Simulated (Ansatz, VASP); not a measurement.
**ZnCd2Se2S in VASP and in Ansatz**

```
Zn Cd Se S
1.0
     3.99329    0.00000    0.00000
    -1.99664    3.45829    0.00000
     0.00000    0.00000   10.25886
Zn Cd Se S
1 2 2 1
Cartesian
  0.0000 0.0000 5.1294
  0.0000 0.0000 2.5102
  0.0000 0.0000 7.7486
  0.0000 2.3055 2.6860
  1.9966 1.1528 7.5729
  0.0000 0.0000 0.0000
```

Alike in both runs: task single point; functional PBE; k mesh 6 × 6 × 2; occupations gaussian, width 0.1 eV; no spin polarisation.

|  | VASP | Ansatz |
| --- | --- | --- |
| version | VASP 6.6.1 | Ansatz 0.2.0 |
| potentials or method | VASP PAW PBE potentials, release 64 (Zn, Cd, Se, S), cutoff 520 eV | scalar-relativistic, plane waves, PAW |
| valence electrons in the cell | 54 | 90 |

```tsv
	VASP	Ansatz	Ansatz less VASP
gap on the k mesh at the Fermi level (eV)	none	none	-
pressure (GPa)	22.0	21.2	-0.77
traceless stress, the component that is largest in VASP (GPa)	-14.57	-14.25	+0.320
rms of the force components (eV/Å)	0.667	0.660	-0.0071
```

Atom by atom the forces differ by 0.008 eV/Å (rms over components). A gap of «none» marks a metal or a gap that the smearing closes. The functional is the same, so the differences come from potentials, cutoffs and numerics. VASP's potentials hold 54 valence electrons a cell and Ansatz's 90, so a difference there can come from the potentials and not from the codes.
